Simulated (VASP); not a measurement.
Input of a VASP 6.6.1 run:

INCAR

```
  PREC = Accurate
  ENCUT = 600
  EDIFF = 1E-6
  ISMEAR = 0
  SIGMA = 0.05
  LREAL = False
  LASPH = True
  NELM = 120
  ALGO = Normal
  ISIF = 2
  LWAVE = False
  LCHARG = False
  GGA = PE
  NBANDS = 11
  GGA_COMPAT = False
```

KPOINTS

```
regular mesh
0
Gamma
  8 8 8
```

POSCAR

```
MgSe
1.0
    0.0000000000      2.7254991651      2.7254991651
    2.7254991651      0.0000000000      2.7254991651
    2.7254991651      2.7254991651      0.0000000000
Mg Se
1 1
Direct
    0.0000000000      0.0000000000      0.0000000000
    0.5000000000      0.5000000000      0.5000000000
```

Potentials or basis: VASP PAW PBE potentials, release 64 (Mg, Se).

Command:

```console
$ cat potpaw_PBE.64/Mg/POTCAR potpaw_PBE.64/Se/POTCAR > POTCAR
$ mpirun -np 1 vasp_std > vasp.out
```

Estimate the band gap on the k mesh.

1.80 eV (least direct gap 2.60 eV).

Predict the pressure.

1.9 GPa.

A k mesh can miss the band edges. As with any semilocal functional, this PBE gap is likely too small.
